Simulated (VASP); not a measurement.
# HfN (HfN (100), 2 layers) in VASP: further runs, part 2 of 2

VASP 6.6.1. The steps go on from the part before.

### Step 3. Single point, PBE

INCAR reads:

```
PREC     = Accurate       # precision mode
ENCUT    = 520            # plane-wave cutoff, eV
EDIFF    = 1E-7           # SCF threshold, eV
ISMEAR   = -1             # smearing method
SIGMA    = 0.08           # smearing width, eV
LREAL    = False          # projectors in reciprocal space
LASPH    = True           # aspherical terms in the spheres
NELM     = 100            # most SCF steps
ALGO     = Normal         # electronic algorithm
ISIF     = 2              # what is computed and relaxed
LWAVE    = False          # write WAVECAR
LCHARG   = True           # write CHGCAR
LDIPOL   = True         
IDIPOL   = 3            
DIPOL    = 0.5 0.5 0.500
GGA      = PE             # functional
LELF     = True           # ELF
LVHAR    = True         
LVACPOTAV= True         
NBANDS   = 23             # bands
```

KPOINTS reads:

```
Automatic mesh
0
Gamma
  11 11 1
```

POSCAR reads:

```
HfN
1.0
    3.2159806212      0.0000000000      0.0000000000
    0.0000000000      3.2159806212      0.0000000000
    0.0000000000      0.0000000000     18.2740000000
Hf N
2 2
Direct
    0.0000000000      0.0000000000      0.4418922502
    0.5000000000      0.5000000000      0.5581077499
    0.5000000000      0.5000000000      0.4354461354
    0.0000000000      0.0000000000      0.5645538644
```

Potentials or basis: VASP PAW PBE potentials, release 64 (Hf_pv, N).

Command:

```bash
$ cat potpaw_PBE.64/Hf_pv/POTCAR potpaw_PBE.64/N/POTCAR > POTCAR
$ mpirun -np 1 vasp_std > vasp.out
```

It took 47 s on 1 thread of Intel Xeon 6975P-C (Granite Rapids), shared host; peak memory 0.3 GiB.

It converged, with:

```
Free energy            : -41.5662 eV
Largest force          : 0.084 eV/Å
Band gap on the k mesh : zero (band 15 reaches 1.24 eV, above the bottom of band 16 at -1.61 eV)
```

Forces on the atoms (eV/Å):
```
Hf   0.000  0.000  0.084
Hf   0.000  0.000 -0.084
N    0.000  0.000  0.061
N    0.000  0.000 -0.061
```

Levels at points of the mesh, in eV from the Fermi level:
| k point | band 11 | band 12 | band 13 | band 14 | band 15 | band 16 | band 17 | band 18 | band 19 | band 20 |
| --- | --- | --- | --- | --- | --- | --- | --- | --- | --- | --- |
| (0.00, 0.00, 0.00) | -2.93 | -2.93 | -2.88 | -2.75 | -2.75 | -0.76 | -0.40 | 1.15 | 1.15 | 1.36 |

Caveat: spin-orbit coupling is left out, which moves the levels of the heavy elements.

### Step 4. Single point, PBE

INCAR reads:

```
SYSTEM = HfN
  PREC = Accurate
  ENCUT = 520
  EDIFF = 1E-7
  ISMEAR = -1
  SIGMA = 0.08
  LREAL = .FALSE.
  LASPH = .TRUE.
  NELM = 80
  ALGO = Normal
  ISIF = 2
  LWAVE = .FALSE.
  LCHARG = .FALSE.
  LDIPOL = .TRUE.
  IDIPOL = 3
  DIPOL = 0.5 0.5 0.500
  GGA = PE
  NBANDS = 23
```

KPOINTS reads:

```
regular mesh
0
G
  11 11 1
  0 0 0
```

POSCAR is that of step 3.

Potentials or basis: VASP PAW PBE potentials, release 64 (Hf_pv, N).

Command:

```bash
$ cat potpaw_PBE.64/Hf_pv/POTCAR potpaw_PBE.64/N/POTCAR > POTCAR
$ mpirun -np 1 vasp_std > vasp.out
```

OUTCAR:

```text
SYSTEM = HfN
   PREC = Accurate
   ENCUT = 520
   EDIFF = 1E-7
   ISMEAR = -1
   LREAL = .FALSE.
   LASPH = .TRUE.
   NELM = 80
   ISIF = 2
   GGA = PE

 ion  position               nearest neighbor table
   1  0.000  0.000  0.442-   4 2.24   3 2.28   3 2.28   3 2.28   3 2.28   2 3.11   2 3.11   2 3.11
                             2 3.11
   2  0.500  0.500  0.558-   3 2.24   4 2.28   4 2.28   4 2.28   4 2.28   1 3.11   1 3.11   1 3.11
                             1 3.11
   3  0.500  0.500  0.435-   2 2.24   1 2.28   1 2.28   1 2.28   1 2.28
   4  0.000  0.000  0.565-   1 2.24   2 2.28   2 2.28   2 2.28   2 2.28

  LATTYP: Found a simple tetragonal cell.
 ALAT       =     3.2159806212
[... 748 lines left out ...]
  -------------------------------------------------------------------------------------
  Total       -6.6400719     -6.6400719     -0.3556184      0.0000000      0.0000000      0.0000000
  in kB      -56.2889174    -56.2889174     -3.0146319      0.0000000      0.0000000      0.0000000
  external PRESSURE =     -38.5308222 kB  Pullay stress =       0.0000000 kB

 VOLUME and BASIS-vectors are now :
 -----------------------------------------------------------------------------
  energy-cutoff  :      520.00
  volume of cell :      189.00
      direct lattice vectors                 reciprocal lattice vectors
     3.215980621  0.000000000  0.000000000     0.310947147  0.000000000  0.000000000
     0.000000000  3.215980621  0.000000000     0.000000000  0.310947147  0.000000000
     0.000000000  0.000000000 18.274000000     0.000000000  0.000000000  0.054722557

 POSITION                                       TOTAL-FORCE (eV/Angst)
 -----------------------------------------------------------------------------------
      0.00000      0.00000      8.07514         0.000000      0.000000      0.084495
      1.60799      1.60799     10.19886        -0.000000     -0.000000     -0.084495
      1.60799      1.60799      7.95734         0.000000      0.000000      0.061366
      0.00000      0.00000     10.31666         0.000000     -0.000000     -0.061366
 -----------------------------------------------------------------------------------
    total drift:                                0.000000      0.000000      0.000007

  FREE ENERGIE OF THE ION-ELECTRON SYSTEM (eV)
  ---------------------------------------------------
  free  energy   TOTEN  =       -41.5662307732 eV

  energy  without entropy=      -41.5272326934  energy(sigma->0) =      -41.54673173

 vacuum level on the upper side and lower side of the slab         2.538         2.538
```

OSZICAR:

```text
N       E                     dE             d eps       ncg     rms          rms(c)
DAV:   1     0.155686012671E+03    0.15569E+03   -0.15324E+04  1166   0.107E+03
DAV:   2    -0.316339748558E+02   -0.18732E+03   -0.17801E+03  1349   0.254E+02
DAV:   3    -0.491537214119E+02   -0.17520E+02   -0.17236E+02  1276   0.661E+01
DAV:   4    -0.496814026866E+02   -0.52768E+00   -0.52574E+00  1281   0.125E+01
[... 15 lines left out ...]
DAV:  20    -0.415662235487E+02   -0.11295E-04   -0.84206E-07  1049   0.232E-03    0.149E-03
DAV:  21    -0.415662289128E+02   -0.53642E-05   -0.33652E-07   898   0.120E-03    0.295E-03
DAV:  22    -0.415662304831E+02   -0.15703E-05   -0.17613E-07   939   0.837E-04    0.426E-04
DAV:  23    -0.415662307195E+02   -0.23636E-06   -0.28600E-08   900   0.448E-04    0.438E-04
DAV:  24    -0.415662307732E+02   -0.53726E-07   -0.73607E-09   853   0.205E-04
   1 F= -.41566231E+02 E0= -.41546732E+02  d E =-.389981E-01
```

Wall time 48 s (1 thread of Intel Xeon 6975P-C (Granite Rapids), shared host); peak memory 0.3 GiB.

Results:

```yaml
Free_energy: -41.5662 eV
Largest_force: 0.084 eV/Å
Band_gap_on_the_k_mesh: zero (band 15 reaches 1.24 eV, above the bottom of band 16 at -1.61 eV)
```

Forces on the atoms (eV/Å):
```
Hf   0.000  0.000  0.084
Hf   0.000  0.000 -0.084
N    0.000  0.000  0.061
N    0.000  0.000 -0.061
```

Caveat: spin-orbit coupling is left out, which moves the levels of the heavy elements.
